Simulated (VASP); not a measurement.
LiC2: single point with PBE

The system is LiC2.

```
Li C
1.0
     3.64468    0.00000    0.00000
    -1.82234    3.15638    0.00000
     0.00000    0.00000    3.49962
Li C
1 2
Direct
  0.00000 0.00000 0.00000
  0.66667 0.33333 0.68071
  0.66667 0.33333 0.31929
```

The cell was built from a structure type or drawn by symmetry, and may not be a known phase.

| Property | Result |
| --- | --- |
| Program | VASP 6.6.1 |
| Task | single point |
| Functional | PBE |
| Potentials or basis | VASP PAW PBE potentials, release 64 (Li_sv, C) |
| Cutoff | 520 eV |
| k mesh | 12 × 12 × 14 |
| Occupations | gaussian, width 0.1 eV |
| Spin | no spin polarisation |
| Dipole correction | no |
| Further INCAR settings | ALGO = Normal; EDIFF = 1e-06; NBANDS = 12 |

```yaml
Largest_force: 0.109 eV/Å
Band_gap_on_the_k_mesh: zero (an odd number of electrons rules out a gap without spin polarisation)
```

Forces on the atoms (eV/Å):
```
Li   0.000  0.000  0.000
C    0.000  0.000  0.109
C    0.000  0.000 -0.109
```

Levels at points of the mesh, in eV from the Fermi level:
```csv
k point,band 3,band 4,band 5,band 6,band 7,band 8,band 9,band 10
"(0.00, 0.00, 0.00)",-4.98,-2.28,-2.20,-2.20,5.31,6.61,6.61,9.25
"(0.50, 0.00, 0.00)",-4.67,-4.24,-2.73,-1.68,4.71,6.29,6.35,8.85
"(0.00, 0.00, 0.50)",-7.68,-1.29,-1.29,0.68,3.70,3.70,7.14,8.56
"(0.50, 0.00, 0.50)",-7.23,-3.20,-1.66,0.99,1.68,2.76,7.91,9.53
```

Run time: 46 s on 1 thread of Intel(R) Xeon(R) Platinum 8259CL CPU @ 2.50GHz (Skylake/Cascade Lake) (shared host), peak memory 0.19 GiB.
